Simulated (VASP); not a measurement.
The system is Hg3Se2S.

```
CELL_PARAMETERS angstrom
4.26385 0.00000 0.00000
-2.13193 3.69261 0.00000
0.00000 0.00000 10.44427
ATOMIC_POSITIONS crystal
Hg 0.00000 0.00000 0.00000
Hg 0.33333 0.66667 0.33333
Hg 0.66667 0.33333 0.66667
S 0.00000 0.00000 0.25000
Se 0.33333 0.66667 0.58333
Se 0.66667 0.33333 0.91667
```

```yaml
Program: VASP 6.6.1
Task: relaxation of cell and atoms
Functional: PBEsol
Potentials_or_basis: VASP PAW PBE potentials, release 64 (Hg, S, Se)
Cutoff: 500 eV
k_mesh: 9 × 9 × 4
Occupations: gaussian, width 0.03 eV
Spin: no spin polarisation
```

At the start: pressure 1.0 GPa; volume 27.41 Å³/atom.

Task: How do energy, volume and symmetry change on relaxing?

Result: Over 11 steps the energy falls by 9.4 meV/atom and the volume is 27.81 Å³/atom (+1.5 %); space group P3m1 (No. 156, to 0.1 Å) before and after.

The path:
```tsv
step	energy change (eV)	largest force (eV/Å)	pressure (GPa)	volume (Å³)
1	0.0000	0.4757	1.01	164.44
2	-0.0256	0.3201	-0.42	168.59
3	-0.0258	0.3063	-0.55	168.98
4	-0.0408	0.1850	-0.34	168.19
5	-0.0514	0.1908	0.10	166.68
6	-0.0515	0.1881	0.06	166.82
7	-0.0553	0.1009	0.00	166.89
8	-0.0561	0.0386	-0.03	166.94
9	-0.0563	0.0080	0.03	166.75
10	-0.0563	0.0080	0.01	166.79
11	-0.0564	0.0043	-0.01	166.87
```

Final structure:
```cif
data_structure
_symmetry_space_group_name_H-M 'P 1'
_symmetry_Int_Tables_number 1
_cell_length_a 4.2831
_cell_length_b 4.2831
_cell_length_c 10.5034
_cell_angle_alpha 90.000
_cell_angle_beta 90.000
_cell_angle_gamma 120.000
_cell_volume 166.87
loop_
_atom_site_label
_atom_site_type_symbol
_atom_site_fract_x
_atom_site_fract_y
_atom_site_fract_z
_atom_site_occupancy
Hg1 Hg 0.00000 0.00000 0.00932 1
Hg2 Hg 0.33333 0.66667 0.32405 1
Hg3 Hg 0.66667 0.33333 0.66732 1
S1 S 0.00000 0.00000 0.25189 1
Se1 Se 0.33333 0.66667 0.57790 1
Se2 Se 0.66667 0.33333 0.91952 1
```

Caveat: the PAW data sets were made with another functional, which shifts forces and pressure a little.
